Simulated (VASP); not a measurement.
# Nb3C2 (P6_3/mmc) in VASP: single point with PBE

Aim: the single point of Nb3C2 with PBE.

All numbers are computed with VASP 6.6.1; they aren't measurements. Logs are shortened: lines on timing, memory, paths and dates and some standing lists are left out, and cuts for length are marked.

## Step 1: The cell of the first run

The structure is hexagonal, space group P6_3/mmc (No. 194). Conventional cell: a = 3.516 Å, b = 3.516 Å, c = 13.095 Å, α = 90.00°, β = 90.00°, γ = 120.00°. Within 3.0 Å of Nb (site symmetry 3m) lie 4 C at 2.24 to 2.28 Å and 3 Nb at 2.90 Å. Within 2.7 Å of Nb (site symmetry -6m2) lie 3 C at 2.03 Å. C (site symmetry -3m) has 6 Nb at 2.28 Å within 3.0 Å. Within 2.7 Å of C (site symmetry -6m2) lie 5 Nb at 2.03 to 2.24 Å.

## Step 2: Single point, PBE, collinear spin, ferromagnetic start

The input, INCAR:

```
SYSTEM = Nb3C2
  ALGO = Normal
  EDIFF = 1E-6
  ENCUT = 520
  GGA = PE
  ISIF = 2
  ISMEAR = 0
  ISPIN = 2
  LASPH = .TRUE.
  LCHARG = .TRUE.
  LELF = .TRUE.
  LMAXMIX = 4
  LORBIT = 11
  LREAL = .FALSE.
  LVHAR = .TRUE.
  LWAVE = .FALSE.
  MAGMOM = 1 1 1 1 1 1 0 0 0 0
  NBANDS = 62
  NELM = 150
  PREC = Accurate
  SIGMA = 0.1
```

The input, KPOINTS:

```
k-points
0
G
  6 6 2
  0 0 0
```

The input, POSCAR:

```
Nb3C2
1.0
    3.5162109231      0.0000000000      0.0000000000
   -1.7581054616      3.0451279845      0.0000000000
    0.0000000000      0.0000000000     13.0949295982
Nb C
6 4
Direct
    0.3333333333      0.6666666667      0.0792672206
    0.6666666667      0.3333333333      0.5792672206
    0.6666666667      0.3333333333      0.9207327794
    0.3333333333      0.6666666667      0.4207327794
    0.0000000000      0.0000000000      0.2500000000
    0.0000000000      0.0000000000      0.7500000000
    0.0000000000      0.0000000000      0.0000000000
    0.0000000000      0.0000000000      0.5000000000
    0.3333333333      0.6666666667      0.2500000000
    0.6666666667      0.3333333333      0.7500000000
```

Potentials or basis: VASP PAW PBE potentials, release 64 (Nb_sv, C).

Command:

```
> cat potpaw_PBE.64/Nb_sv/POTCAR potpaw_PBE.64/C/POTCAR > POTCAR
> mpirun -np 1 vasp_std > vasp.out
```

OUTCAR:

```text
SYSTEM = Nb3C2
   EDIFF = 1E-6
   ENCUT = 520
   GGA = PE
   ISIF = 2
   ISMEAR = 0
   ISPIN = 2
   LASPH = .TRUE.
   LORBIT = 11
   LREAL = .FALSE.
   NELM = 150
   PREC = Accurate

 ion  position               nearest neighbor table
   1  0.333  0.667  0.079-   9 2.24   7 2.28   7 2.28   7 2.28   3 2.90   3 2.90   3 2.90   5 3.02
                             5 3.02   5 3.02
   2  0.667  0.333  0.579-  10 2.24   8 2.28   8 2.28   8 2.28   4 2.90   4 2.90   4 2.90   6 3.02
                             6 3.02   6 3.02
   3  0.667  0.333  0.921-  10 2.24   7 2.28   7 2.28   7 2.28   1 2.90   1 2.90   1 2.90   6 3.02
                             6 3.02   6 3.02
   4  0.333  0.667  0.421-   9 2.24   8 2.28   8 2.28   8 2.28   2 2.90   2 2.90   2 2.90   5 3.02
                             5 3.02   5 3.02
   5  0.000  0.000  0.250-   9 2.03   9 2.03   9 2.03   1 3.02   4 3.02   4 3.02   1 3.02   4 3.02
                             1 3.02
   6  0.000  0.000  0.750-  10 2.03  10 2.03  10 2.03   2 3.02   3 3.02   3 3.02   2 3.02   3 3.02
                             2 3.02
   7  0.000  0.000  0.000-   1 2.28   3 2.28   3 2.28   1 2.28   3 2.28   1 2.28
   8  0.000  0.000  0.500-   2 2.28   4 2.28   2 2.28   4 2.28   2 2.28   4 2.28
   9  0.333  0.667  0.250-   5 2.03   5 2.03   5 2.03   1 2.24   4 2.24
  10  0.667  0.333  0.750-   6 2.03   6 2.03   6 2.03   2 2.24   3 2.24

  LATTYP: Found a hexagonal cell.
 ALAT       =     3.5162109231
 C/A-ratio  =     3.7241592966

  Lattice vectors:

 A1 = (   3.5162109231,   0.0000000000,   0.0000000000)
 A2 = (  -1.7581054616,   3.0451279845,   0.0000000000)
 A3 = (   0.0000000000,   0.0000000000,  13.0949295982)

Analysis of symmetry for initial positions (statically):
=====================================================================
 Subroutine PRICEL returns:
 Original cell was already a primitive cell.

 Routine SETGRP: Setting up the symmetry group for a
 hexagonal supercell.

 Subroutine GETGRP returns: Found 24 space group operations
 (whereof 12 operations were pure point group operations)
 out of a pool of 24 trial point group operations.

The static configuration has the point symmetry D_3d.
 The point group associated with its full space group is D_6h.

Analysis of symmetry for dynamics (positions and initial velocities):
=====================================================================
 Subroutine PRICEL returns:
 Original cell was already a primitive cell.

 Routine SETGRP: Setting up the symmetry group for a
 hexagonal supercell.

 Subroutine GETGRP returns: Found 24 space group operations
 (whereof 12 operations were pure point group operations)
 out of a pool of 24 trial point group operations.

[... 176 lines left out ...]
 fundamental gap:      0.0452141800
 Fermi energy:        10.3336586072

 spin component 1

 k-point     1 :       0.0000    0.0000    0.0000
  band No.  band energies     occupation
      1     -44.8397      1.00000
      2     -44.8332      1.00000
      3     -44.7055      1.00000
      4     -44.6966      1.00000
      5     -44.2675      1.00000
      6     -44.2652      1.00000
[... 857 lines left out ...]
     58      13.9145      0.00000
     59      13.9835      0.00000
 Fermi energy:        10.3336586072

 spin component 2

 k-point     1 :       0.0000    0.0000    0.0000
  band No.  band energies     occupation
      1     -44.8397      1.00000
      2     -44.8332      1.00000
      3     -44.7055      1.00000
      4     -44.6966      1.00000
      5     -44.2675      1.00000
      6     -44.2652      1.00000
[... 857 lines left out ...]
     58      13.9145      0.00000
     59      13.9835      0.00000
 [bands above 59 left out]

------------------------ aborting loop because EDIFF is reached ----------------------------------------

  FORCE on cell =-STRESS in cart. coord.  units (eV):
  Direction    XX          YY          ZZ          XY          YZ          ZX
  --------------------------------------------------------------------------------------
  -------------------------------------------------------------------------------------
  Total       -0.0469666     -0.0469666     -0.0133610      0.0000000     -0.0000000      0.0000000
  in kB       -0.5366805     -0.5366805     -0.1526748      0.0000000     -0.0000000      0.0000000
  external PRESSURE =      -0.4086786 kB  Pullay stress =       0.0000000 kB

 VOLUME and BASIS-vectors are now :
 -----------------------------------------------------------------------------
  energy-cutoff  :      520.00
  volume of cell :      140.21
      direct lattice vectors                 reciprocal lattice vectors
     3.516210923  0.000000000  0.000000000     0.284397046  0.164196711  0.000000000
    -1.758105462  3.045127985  0.000000000     0.000000000  0.328393422  0.000000000
     0.000000000  0.000000000 13.094929598     0.000000000  0.000000000  0.076365435

 POSITION                                       TOTAL-FORCE (eV/Angst)
 -----------------------------------------------------------------------------------
     -0.00000      2.03009      1.03800        -0.000000     -0.000000     -0.022265
      1.75811      1.01504      7.58546         0.000000     -0.000000     -0.022265
      1.75811      1.01504     12.05693         0.000000      0.000000      0.022265
     -0.00000      2.03009      5.50947        -0.000000      0.000000      0.022265
      0.00000      0.00000      3.27373        -0.000000      0.000000      0.000000
      0.00000      0.00000      9.82120         0.000000     -0.000000      0.000000
      0.00000      0.00000      0.00000        -0.000000      0.000000      0.000000
      0.00000      0.00000      6.54746        -0.000000      0.000000      0.000000
     -0.00000      2.03009      3.27373         0.000000     -0.000000      0.000000
      1.75811      1.01504      9.82120        -0.000000      0.000000      0.000000
 -----------------------------------------------------------------------------------
    total drift:                                0.000000     -0.000000      0.000000

  FREE ENERGIE OF THE ION-ELECTRON SYSTEM (eV)
  ---------------------------------------------------
  free  energy   TOTEN  =      -100.1084914641 eV

  energy  without entropy=     -100.0805509602  energy(sigma->0) =     -100.09452121

 total charge

# of ion       s       p       d       tot
------------------------------------------
    1        2.166   6.041   2.410  10.617
    2        2.166   6.041   2.410  10.617
    3        2.166   6.041   2.410  10.617
    4        2.166   6.041   2.410  10.617
    5        2.196   6.055   2.598  10.849
    6        2.196   6.055   2.598  10.849
    7        0.872   1.452   0.000   2.324
    8        0.872   1.452   0.000   2.324
    9        0.904   1.620   0.000   2.524
   10        0.904   1.620   0.000   2.524
--------------------------------------------------
tot         16.608  42.418  14.837  73.862

 magnetization (x)

# of ion       s       p       d       tot
------------------------------------------
    1       -0.000   0.000  -0.000  -0.000
    2       -0.000   0.000  -0.000  -0.000
    3       -0.000   0.000  -0.000  -0.000
    4       -0.000   0.000  -0.000  -0.000
    5       -0.000   0.000   0.000   0.000
    6       -0.000   0.000   0.000   0.000
    7        0.000   0.000   0.000   0.000
    8        0.000   0.000   0.000   0.000
    9       -0.000  -0.000   0.000  -0.000
   10       -0.000  -0.000   0.000  -0.000
--------------------------------------------------
tot         -0.000  -0.000   0.000   0.000
```

Run time: 8.2 min. Hardware: 1 thread of AMD EPYC 7R43 (Zen 3), shared host; peak memory 0.37 GiB.

Results:

```yaml
Free_energy: -100.1085 eV
Pressure: 0.0 GPa
Largest_force: 0.022 eV/Å
Band_gap_on_the_k_mesh: zero (filled and empty bands overlap)
Net_moment: 0.00 μB per cell
Valence_electrons_inside_the_program's_atomic_spheres: Nb 10.62, 10.85; C 2.32, 2.52
```

Forces in eV/Å, atoms in the order of the input:
```
Nb   0.000  0.000 -0.022
Nb   0.000  0.000 -0.022
Nb   0.000  0.000  0.022
Nb   0.000  0.000  0.022
Nb   0.000  0.000  0.000
Nb   0.000  0.000  0.000
C    0.000  0.000  0.000
C    0.000  0.000  0.000
C    0.000  0.000  0.000
C    0.000  0.000  0.000
```
